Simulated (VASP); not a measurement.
Here is a VASP 6.6.1 calculation.

INCAR

```
SYSTEM = TbPIr2
PREC     = Accurate       ! precision mode
ENCUT    = 500            ! plane-wave cutoff, eV
EDIFF    = 1E-7           ! SCF threshold, eV
ISMEAR   = 0              ! smearing method
SIGMA    = 0.1            ! smearing width, eV
LREAL    = .FALSE.        ! projectors in reciprocal space
LASPH    = .TRUE.         ! aspherical terms in the spheres
NELM     = 200            ! most SCF steps
ALGO     = Normal         ! electronic algorithm
ISIF     = 3              ! what is computed and relaxed
LWAVE    = .FALSE.        ! write WAVECAR
LCHARG   = .FALSE.        ! write CHGCAR
GGA      = PE             ! functional
IBRION   = 2              ! ionic algorithm
NSW      = 100            ! ionic steps
EDIFFG   = -0.01          ! ionic threshold
GGA_COMPAT= .FALSE.      
NELMIN   = 4            
LMAXMIX  = 6              ! l up to which the mixer works
```

Contents of KPOINTS:

```
regular mesh
0
G
  16 16 6
  0 0 0
```

Contents of POSCAR:

```
TbPIr2
1.0
    2.8502626336      0.0000000000      0.0000000000
    0.0000000000      2.8502626336      0.0000000000
    0.0000000000      0.0000000000      9.7603026109
Tb P Ir
1 1 2
Direct
    0.5000000000      0.5000000000      0.0000000000
    0.5000000000      0.5000000000      0.5000000000
    0.5000000000      0.5000000000      0.2802279995
    0.5000000000      0.5000000000      0.7197720005
```

Potentials or basis: VASP PAW PBE potentials, release 64 (Tb_3, P, Ir), 4f in core.

Run with:

```bash
$ cat potpaw_PBE.64/Tb_3/POTCAR potpaw_PBE.64/P/POTCAR potpaw_PBE.64/Ir/POTCAR > POTCAR
$ mpirun -np 1 vasp_std > vasp.out
```

(1) Predict the band gap on the k mesh.

(2) Predict the space group after relaxing (to 0.1 Å).

(3) What does it give for the relaxed volume?

(4) Estimate the relaxed cell.

## Answers

(1) zero (bands 16 and 17 overlap by 2.75 eV).

(2) P4/mmm (No. 123).

(3) 19.80 Å³/atom.

(4) a = 2.844 Å, b = 2.844 Å, c = 9.795 Å, α = 90.00°, β = 90.00°, γ = 90.00°.

Caveat: spin-orbit coupling is left out, which moves the levels of the heavy elements; the 4f electrons are frozen in the core, so they carry no moment and show no levels.
